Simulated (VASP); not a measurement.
# CaS (Fm-3m) in VASP: a series of runs

CaS is run at these levels: PBE; tasks: relaxation of cell and atoms.

Program: VASP 6.6.1. These are calculated values, not measurements. Logs are shortened: lines on timing, memory, paths and dates and some standing lists are left out, and cuts for length are marked.

**1. The cell of the first run**

The structure is cubic, space group Fm-3m (No. 225). The conventional cell has a = 5.712 Å, b = 5.712 Å, c = 5.712 Å, α = 90.00°, β = 90.00°, γ = 90.00°. Within 3.8 Å of Ca (site symmetry m-3m) lie 6 S at 2.86 Å. Within 3.8 Å of S (site symmetry m-3m) lie 6 Ca at 2.86 Å.

**2. Relaxation of cell and atoms, PBE, target pressure 40 GPa, at which the enthalpy is minimised**

The input, INCAR:

```
SYSTEM = CaS
  PREC = Accurate
  ENCUT = 500
  EDIFF = 1E-7
  ISMEAR = 0
  SIGMA = 0.01
  LREAL = .FALSE.
  LASPH = .TRUE.
  NELM = 120
  ALGO = Normal
  ISIF = 3
  LWAVE = .FALSE.
  LCHARG = .FALSE.
  GGA = PE
  IBRION = 2
  NSW = 80
  EDIFFG = -0.001
  PSTRESS = 400.0
  GGA_COMPAT = .FALSE.
  NELMIN = 4
```

The input, KPOINTS:

```
Automatic mesh
0
G
  8 8 8
  0 0 0
```

The input, POSCAR:

```
CaS
1.0
    0.0000000000      2.8560320324      2.8560320324
    2.8560320324      0.0000000000      2.8560320324
    2.8560320324      2.8560320324      0.0000000000
Ca S
1 1
Direct
    0.0000000000      0.0000000000      0.0000000000
    0.5000000000      0.5000000000      0.5000000000
```

Potentials or basis: VASP PAW PBE potentials, release 64 (Ca_sv, S).

The run is started by

```
cat potpaw_PBE.64/Ca_sv/POTCAR potpaw_PBE.64/S/POTCAR > POTCAR
mpirun -np 1 vasp_std > vasp.out
```

OUTCAR:

```text
SYSTEM = CaS
   PREC = Accurate
   ENCUT = 500
   EDIFF = 1E-7
   ISMEAR = 0
   LREAL = .FALSE.
   LASPH = .TRUE.
   NELM = 120
   ISIF = 3
   GGA = PE
   IBRION = 2
   NSW = 80
   EDIFFG = -0.001
   PSTRESS = 400.0
   NELMIN = 4

 ion  position               nearest neighbor table
   1  0.000  0.000  0.000-   2 2.86   2 2.86   2 2.86   2 2.86   2 2.86   2 2.86
   2  0.500  0.500  0.500-   1 2.86   1 2.86   1 2.86   1 2.86   1 2.86   1 2.86

  LATTYP: Found a face centered cubic cell.
 ALAT       =     5.7120640648

  Lattice vectors:

 A1 = (   0.0000000000,   2.8560320324,   2.8560320324)
 A2 = (   2.8560320324,   0.0000000000,   2.8560320324)
 A3 = (   2.8560320324,   2.8560320324,   0.0000000000)

Analysis of symmetry for initial positions (statically):
=====================================================================
 Subroutine PRICEL returns:
 Original cell was already a primitive cell.

 Routine SETGRP: Setting up the symmetry group for a
 face centered cubic supercell.

 Subroutine GETGRP returns: Found 48 space group operations
 (whereof 48 operations were pure point group operations)
 out of a pool of 48 trial point group operations.

The static configuration has the point symmetry O_h .

Analysis of symmetry for dynamics (positions and initial velocities):
=====================================================================
 Subroutine PRICEL returns:
 Original cell was already a primitive cell.

 Routine SETGRP: Setting up the symmetry group for a
 face centered cubic supercell.

 Subroutine GETGRP returns: Found 48 space group operations
 (whereof 48 operations were pure point group operations)
 out of a pool of 48 trial point group operations.

The dynamic configuration has the point symmetry O_h .

 Subroutine INISYM returns: Found 48 space group operations
 (whereof 48 operations are pure point group operations),
 and found     1 'primitive' translations

----------------------------------------------------------------------------------------

                                     Primitive cell

  volume of cell :      46.5928

  direct lattice vectors                    reciprocal lattice vectors
     0.000000000  2.856032032  2.856032032    -0.175068064  0.175068064  0.175068064
     2.856032032  0.000000000  2.856032032     0.175068064 -0.175068064  0.175068064
     2.856032032  2.856032032  0.000000000     0.175068064  0.175068064 -0.175068064

  length of vectors
     4.039039235  4.039039235  4.039039235     0.303226782  0.303226782  0.303226782

  position of ions in fractional coordinates (direct lattice)
     0.000000000  0.000000000  0.000000000
     0.500000000  0.500000000  0.500000000

  ion indices of the primitive-cell ions
   primitive index   ion index
                 1           1
                 2           2

----------------------------------------------------------------------------------------

 KPOINTS: Automatic mesh

Automatic generation of k-mesh.
 Grid dimensions read from file:
 generate k-points for:    8    8    8

 Generating k-lattice:

  Cartesian coordinates                     Fractional coordinates (reciprocal lattice)
    -0.021883508  0.021883508  0.021883508     0.125000000  0.000000000  0.000000000
     0.021883508 -0.021883508  0.021883508     0.000000000  0.125000000  0.000000000
     0.021883508  0.021883508 -0.021883508     0.000000000  0.000000000  0.125000000

  Length of vectors
     0.037903348  0.037903348  0.037903348

  Shift w.r.t. Gamma in fractional coordinates (k-lattice)
     0.000000000  0.000000000  0.000000000

 Subroutine IBZKPT returns following result:
 ===========================================

 Found     29 irreducible k-points:

 Following reciprocal coordinates:
            Coordinates               Weight
  0.000000  0.000000  0.000000      1.000000
  0.125000  0.000000  0.000000      8.000000
  0.250000  0.000000  0.000000      8.000000
  0.375000  0.000000  0.000000      8.000000
  0.500000  0.000000  0.000000      4.000000
  0.125000  0.125000  0.000000      6.000000
[... 16 lines left out ...]
  0.500000  0.250000  0.125000     48.000000
 -0.375000  0.250000  0.125000     24.000000
 [... further k-points ...]
   k-points           NKPTS =     29   k-points in BZ     NKDIM =     29   number of bands    NBANDS=     12
   number of dos      NEDOS =    301   number of ions     NIONS =      2
   total plane-waves  NPLWV =  27000
   dimension x,y,z NGX =    30 NGY =   30 NGZ =   30
   dimension x,y,z NGXF=    60 NGYF=   60 NGZF=   60
   ions per type =               1   1
   NGX,Y,Z   is equivalent  to a cutoff of  12.35, 12.35, 12.35 a.u.
   NGXF,Y,Z  is equivalent  to a cutoff of  24.70, 24.70, 24.70 a.u.
 SYSTEM =  CaS
   PREC   = accura    normal or accurate (medium, high low for compatibility)
   ISTART =      0    job   : 0-new  1-cont  2-samecut
   ICHARG =      2    charge: 1-file 2-atom 10-const
   ISPIN  =      1    spin polarized calculation?
   LNONCOLLINEAR =      F non collinear calculations
   LSORBIT =      F    spin-orbit coupling
   LASPH  =      T    aspherical Exc in radial PAW
   ENCUT  =  500.0 eV  36.75 Ry    6.06 a.u.   7.36  7.36  7.36*2*pi/ulx,y,z
   NELM   =    120;   NELMIN=  4; NELMDL= -5     # of ELM steps
   EDIFF  = 0.1E-06   stopping-criterion for ELM
   LREAL  =      F    real-space projection
   EDIFFG = -.1E-02   stopping-criterion for IOM
   NSW    =     80    number of steps for IOM
   IBRION =      2    ionic relax: 0-MD 1-quasi-New 2-CG
   NFREE  =      1    steps in history (QN), initial steepest desc. (CG)
   ISIF   =      3    stress and relaxation
   ISYM   =      2    0-nonsym 1-usesym 2-fastsym
   POTIM  = 0.5000    time-step for ionic-motion
   TEBEG  =    0.0;   TEEND  =   0.0 temperature during run
   PSTRESS=  400.0 pullay stress
   NELECT =      16.0000    total number of electrons
   NUPDOWN=      -1.0000    fix difference up-down
   EMIN   =  10.00;   EMAX   =-10.00  energy-range for DOS
   EFERMI =   0.00;   METHOD = LEGACY
   ISMEAR =     0;   SIGMA  =   0.01  broadening in eV -4-tet -1-fermi 0-gaus
   EFERMI_NEDOS =   21; number of points for ismear=-14 and -15
   IALGO  =     38    algorithm
   IMIX   =      4    mixing-type and parameters
     AMIX     =   0.40;   BMIX     =  1.00
     AMIX_MAG =   1.60;   BMIX_MAG =  1.00
  volume/ion in A,a.u.               =      23.30       157.21
  Fermi-wavevector in a.u.,A,eV,Ry     =   1.146415  2.166410 17.881684  1.314267
  Thomas-Fermi vector in A             =   2.283099
   LORBIT       =      0    0 simple, 1 ext, 2 COOP (PROOUT), +10 PAW based schemes
   GGA     = PE    functional components
   LHFCALC =     F    Hartree Fock is set to
   AEXX    =    0.0000 exact exchange contribution
   IVDW    =     0    specifies the selected vdW correction
   LEPSILON=     F    determine dielectric tensor
   LRPA    =     F    only Hartree local field effects (RPA)
 conjugate gradient relaxation of ions
 non-spin polarized calculation
 Gauss-broadening in eV      SIGMA  =   0.01
  energy-cutoff  :      500.00
  volume of cell :       46.59
 maximum number of plane-waves:      1243
 NGX is ok and might be reduce to    30
   NGX = 15   NGY = 15   NGZ = 15

--------------------------------------- Ionic step        1  -------------------------------------------

 number of electron      16.0000004 magnetization

 Free energy of the ion-electron system (eV)
  ---------------------------------------------------
  ext. energy  EPLUGINS =         0.00000000
  ---------------------------------------------------
  free energy    TOTEN  =       -10.36487411 eV

  energy without entropy =      -10.36487411  energy(sigma->0) =      -10.36487411

 E-fermi :   2.8075     XC(G=0):  -9.2766

 val. band max:        2.6648141537   @ k =   0.0000   0.0000   0.0000
 cond. band min:       5.0418055215   @ k =   0.5000   0.5000   0.0000
 fundamental gap:      2.3769913678
 Fermi energy:         2.8074621885

 k-point     1 :       0.0000    0.0000    0.0000
  band No.  band energies     occupation
      1     -36.5645      2.00000
      2     -17.5434      2.00000
      3     -17.5434      2.00000
      4     -17.5434      2.00000
      5      -8.6315      2.00000
      6       2.6648      2.00000
      7       2.6648      2.00000
      8       2.6648      2.00000
      9       6.7566      0.00000
     10       6.8302      0.00000
     11       6.8302      0.00000
     12       6.8302      0.00000
[... 819 lines left out ...]
  FREE ENERGIE OF THE ION-ELECTRON SYSTEM (eV)
  ---------------------------------------------------
  free  energy   TOTEN  =        -9.6564552580 eV

  energy  without entropy=       -9.6564251286  energy(sigma->0) =       -9.65644019

  enthalpy is  TOTEN    =        -0.7056311628 eV   P V=        8.9508240952

[... ionic steps 4 to 14 ...]

--------------------------------------- Ionic step       15  -------------------------------------------

 number of electron      16.0000001 magnetization

------------------------ aborting loop because EDIFF is reached ----------------------------------------

  FORCE on cell =-STRESS in cart. coord.  units (eV):
  Direction    XX          YY          ZZ          XY          YZ          ZX
  --------------------------------------------------------------------------------------
  -------------------------------------------------------------------------------------
  Total        8.2085725      8.2085725      8.2085725     -0.0000000     -0.0000000     -0.0000000
  in kB      397.3911826    397.3911826    397.3911826     -0.0000000     -0.0000000     -0.0000000
  external PRESSURE =      -2.6088174 kB  Pullay stress =     400.0000000 kB
[... 61 lines left out ...]
  enthalpy is  TOTEN    =        -0.8411448839 eV   P V=        8.2307105374

--------------------------------------- Ionic step       17  -------------------------------------------

 number of electron      16.0000001 magnetization

 Free energy of the ion-electron system (eV)
  ---------------------------------------------------
  ext. energy  EPLUGINS =         0.00000000
  ---------------------------------------------------
  free energy    TOTEN  =        -9.09271543 eV

  energy without entropy =       -9.09271543  energy(sigma->0) =       -9.09271543

 E-fermi :   5.6806     XC(G=0): -10.8548

 val. band max:        5.6279728265   @ k =   0.0000   0.0000   0.0000
 cond. band min:       6.7837761910   @ k =   0.5000   0.5000   0.0000
 fundamental gap:      1.1558033644
 Fermi energy:         5.6806267644

 k-point     1 :       0.0000    0.0000    0.0000
  band No.  band energies     occupation
      1     -32.6640      2.00000
      2     -13.6606      2.00000
      3     -13.6606      2.00000
      4     -13.6606      2.00000
      5      -7.0449      2.00000
      6       5.6280      2.00000
      7       5.6280      2.00000
      8       5.6280      2.00000
      9       9.3614      0.00000
     10       9.3614      0.00000
     11       9.3614      0.00000
     12      10.2951      0.00000
[... 374 lines left out ...]
  FREE ENERGIE OF THE ION-ELECTRON SYSTEM (eV)
  ---------------------------------------------------
  free  energy   TOTEN  =        -9.0927154334 eV

  energy  without entropy=       -9.0927154334  energy(sigma->0) =       -9.09271543

  enthalpy is  TOTEN    =        -0.8412703327 eV   P V=        8.2514451007

 reached required accuracy - stopping structural energy minimisation
```

Wall time 4.1 min (1 thread of Intel Xeon Platinum 8259CL at 2.50GHz (Skylake/Cascade Lake), shared host); peak memory 0.19 GiB.

Results:

```
Free energy                                                : -9.0927 eV
Relaxed volume                                             : 16.53 Å³/atom
Relaxed cell                                               : a = 3.602 Å, b = 3.602 Å, c = 3.602 Å, α = 60.00°, β = 60.00°, γ = 60.00°
Space group after relaxing (to 0.1 Å)                      : Fm-3m (No. 225)
Energy change on relaxing (the run minimises the enthalpy) : +636.1 meV/atom
Ionic steps                                                : 17
Pressure after relaxing                                    : 40.0 GPa
Band gap on the k mesh                                     : 1.16 eV (least direct gap 2.16 eV)
```

The path:
| step | energy change (eV) | largest force (eV/Å) | pressure (GPa) | volume (Å³) |
| --- | --- | --- | --- | --- |
| 1 | 0.0000 | 0.0000 | 0.13 | 46.59 |
| 2 | 15.2501 | 0.0000 | 349.85 | 17.42 |
| 3 | 0.7084 | 0.0000 | 25.90 | 35.85 |
| 4 | 1.0693 | 0.0000 | 35.14 | 33.92 |
| 5 | 1.2765 | 0.0000 | 40.10 | 33.03 |
| 6 | 1.2172 | 0.0000 | 38.69 | 33.27 |
| 7 | 1.2204 | 0.0000 | 38.77 | 33.26 |
| 8 | 1.2302 | 0.0000 | 39.00 | 33.22 |
| 9 | 1.2303 | 0.0000 | 39.01 | 33.22 |
| 10 | 1.2308 | 0.0000 | 39.02 | 33.22 |
| 11 | 1.2318 | 0.0000 | 39.04 | 33.21 |
| 12 | 1.2337 | 0.0000 | 39.09 | 33.21 |
| 13 | 1.2376 | 0.0000 | 39.18 | 33.19 |
| 14 | 1.2455 | 0.0000 | 39.37 | 33.16 |
| 15 | 1.2612 | 0.0000 | 39.74 | 33.09 |
| 16 | 1.2930 | 0.0000 | 40.49 | 32.97 |
| 17 | 1.2722 | 0.0000 | 40.00 | 33.05 |

Final structure:
```cif
data_structure
_symmetry_space_group_name_H-M 'P 1'
_symmetry_Int_Tables_number 1
_cell_length_a 3.6022
_cell_length_b 3.6022
_cell_length_c 3.6022
_cell_angle_alpha 60.000
_cell_angle_beta 60.000
_cell_angle_gamma 60.000
_cell_volume 33.05
loop_
_atom_site_label
_atom_site_type_symbol
_atom_site_fract_x
_atom_site_fract_y
_atom_site_fract_z
_atom_site_occupancy
Ca1 Ca 0.00000 0.00000 0.00000 1
S1 S 0.50000 0.50000 0.50000 1
```

Levels at points of the mesh, in eV from the valence-band top:
```tsv
k point	band 4	band 5	band 6	band 7	band 8	band 9	band 10	band 11	band 12
(0.00, 0.00, 0.00)	-19.29	-12.67	0.00	0.00	0.00	3.73	3.73	3.73	4.67
(0.50, 0.00, 0.00)	-19.33	-10.76	-4.49	-2.08	-2.08	5.74	7.10	7.10	7.14
(0.50, 0.50, 0.00)	-19.47	-11.69	-2.89	-1.00	-1.00	1.16	5.98	7.66	8.02
```

Caveat: the cell is relaxed towards a set pressure, so the run minimises the enthalpy, not the energy; the volume moved by over 15 % at a fixed basis, so the end points are rough.

**3. Relaxation of cell and atoms, PBE, target pressure 40 GPa, at which the enthalpy is minimised**

This run uses another cell than the first one, of 16.47 Å³/atom.

The input, INCAR:

```
SYSTEM = CaS
PREC = Accurate
ENCUT = 500
EDIFF = 1E-7
ISMEAR = 0
SIGMA = 0.01
LREAL = .FALSE.
LASPH = .TRUE.
NELM = 120
ALGO = Normal
ISIF = 3
LWAVE = .FALSE.
LCHARG = .FALSE.
GGA = PE
IBRION = 2
NSW = 80
EDIFFG = -0.001
PSTRESS = 400.0
GGA_COMPAT = .FALSE.
NELMIN = 4
```

The input, KPOINTS:

```
regular mesh
0
G
  10 10 10
  0 0 0
```

The input, POSCAR:

```
CaS
1.0
    0.0000000000      2.5444332185      2.5444332185
    2.5444332185      0.0000000000      2.5444332185
    2.5444332185      2.5444332185      0.0000000000
Ca S
1 1
Direct
    0.0000000000      0.0000000000      0.0000000000
    0.5000000000      0.5000000000      0.5000000000
```

Potentials or basis: VASP PAW PBE potentials, release 64 (Ca_sv, S).

The run is started by

```
cat potpaw_PBE.64/Ca_sv/POTCAR potpaw_PBE.64/S/POTCAR > POTCAR
mpirun -np 1 vasp_std > vasp.out
```

Wall time 57 s (1 thread of Intel Xeon Platinum 8259CL at 2.50GHz (Skylake/Cascade Lake), shared host); peak memory 0.17 GiB.

The run converged. Its results:

- Free energy: -9.0855 eV
- Relaxed volume: 16.52 Å³/atom
- Relaxed cell: a = 3.602 Å, b = 3.602 Å, c = 3.602 Å, α = 60.00°, β = 60.00°, γ = 60.00°
- Space group after relaxing (to 0.1 Å): Fm-3m (No. 225)
- Energy change on relaxing (the run minimises the enthalpy): -11.3 meV/atom
- Ionic steps: 3
- Pressure after relaxing: 40.0 GPa
- Band gap on the k mesh: 1.15 eV (least direct gap 2.16 eV)

The path:
```csv
step,energy change (eV),largest force (eV/Å),pressure (GPa),volume (Å³)
1,0.0000,0.0000,40.53,32.95
2,-0.0652,0.0000,38.99,33.21
3,-0.0226,0.0000,40.00,33.04
```

Final structure:
```xyz
2
Lattice="0.0000 2.5467 2.5467 2.5467 0.0000 2.5467 2.5467 2.5467 0.0000" Properties=species:S:1:pos:R:3 pbc="T T T"
Ca    0.0000    0.0000    0.0000
S     2.5467    2.5467    2.5467
```

Levels at points of the mesh, in eV from the valence-band top:
```csv
k point,band 6,band 7,band 8,band 9,band 10,band 11
"(0.00, 0.00, 0.00)",0.00,0.00,0.00,3.73,3.73,3.73
"(0.50, 0.00, 0.00)",-4.49,-2.08,-2.08,5.74,7.10,7.10
"(0.50, 0.50, 0.00)",-2.89,-1.00,-1.00,1.15,5.98,7.66
```

Caveat: the cell is relaxed towards a set pressure, so the run minimises the enthalpy, not the energy. A k mesh can miss the band edges.
